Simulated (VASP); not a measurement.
Here is a VASP 6.6.1 calculation.

File INCAR:

```
SYSTEM = MgB2
PREC     = Accurate       ! precision mode
ENCUT    = 840            ! plane-wave cutoff, eV
EDIFF    = 1E-6           ! SCF threshold, eV
ISMEAR   = -1             ! smearing method
SIGMA    = 0.05           ! smearing width, eV
LREAL    = .FALSE.        ! projectors in reciprocal space
LASPH    = .TRUE.         ! aspherical terms in the spheres
NELM     = 120            ! most SCF steps
ALGO     = Normal         ! electronic algorithm
ISIF     = 2              ! what is computed and relaxed
LWAVE    = .FALSE.        ! write WAVECAR
LCHARG   = .FALSE.        ! write CHGCAR
GGA      = PS             ! functional
NBANDS   = 15             ! bands
GGA_COMPAT= .FALSE.
```

File KPOINTS:

```
Automatic mesh
0
G
  10 10 8
  0 0 0
```

File POSCAR:

```
MgB2
1.0
    2.9822367323      0.0000000000      0.0000000000
   -1.4911183661      2.5826927703      0.0000000000
    0.0000000000      0.0000000000      3.2994988372
Mg B
1 2
Direct
    0.0000000000      0.0000000000      0.0000000000
    0.6666666667      0.3333333333      0.5000000000
    0.3333333333      0.6666666667      0.5000000000
```

Potentials or basis: VASP PAW PBE potentials, release 64 (Mg_sv, B).

Run with:

```bash
$ cat potpaw_PBE.64/Mg_sv/POTCAR potpaw_PBE.64/B/POTCAR > POTCAR
$ mpirun -np 1 vasp_std > vasp.out
```

**Question.** Predict the band gap on the k mesh.

**Answer.** Zero (bands 8 and 9 overlap by 2.99 eV).

**Question.** Predict the pressure.

**Answer.** 20.2 GPa.

Caveat: the cell stands under pressure; the PAW data sets were made with another functional, which shifts forces and pressure a little.
